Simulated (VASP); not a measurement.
Crystal: WS2 (Tungstenite).

```
CELL_PARAMETERS angstrom
3.11508 0.00000 0.00000
-1.55754 2.69774 0.00000
0.00000 0.00000 12.24483
ATOMIC_POSITIONS crystal
W 0.66667 0.33333 0.75000
W 0.33333 0.66667 0.25000
S 0.66667 0.33333 0.37500
S 0.33333 0.66667 0.87500
S 0.66667 0.33333 0.12500
S 0.33333 0.66667 0.62500
```

Base run:

```yaml
Program: VASP 6.6.1
Functional: PBE
Dispersion: D3(BJ)
Potentials_or_basis: VASP PAW PBE potentials, release 64 (W_sv, S)
Cutoff: 520 eV
k_mesh: 10 × 10 × 3
Occupations: fermi-dirac, width 0.05 eV
Spin: no spin polarisation
```

Its results: band gap on the k mesh 1.07 eV, indirect (least direct gap 2.26 eV); pressure 9.5 GPa; largest force 1.329 eV/Å.

Question: The run is repeated on the same cell with these changes: dispersion from D3(BJ) to none. What comes out?

Answer: Band gap on the k mesh 1.07 eV, indirect (least direct gap 2.26 eV); pressure 13.8 GPa; largest force 1.320 eV/Å.

Dispersion adds attraction, which lowers the pressure at fixed volume and, as a term added to the energy, leaves the levels alone.

Caveats: spin-orbit coupling is left out, which moves the levels of the heavy elements; forces of over 1 eV/Å act on the atoms, so gaps and moduli don't describe the material at rest; this functional lacks dispersion, which binds the layers, so the pressure and a relaxed spacing across them are unreliable (some runs).

A k mesh can miss the band edges.
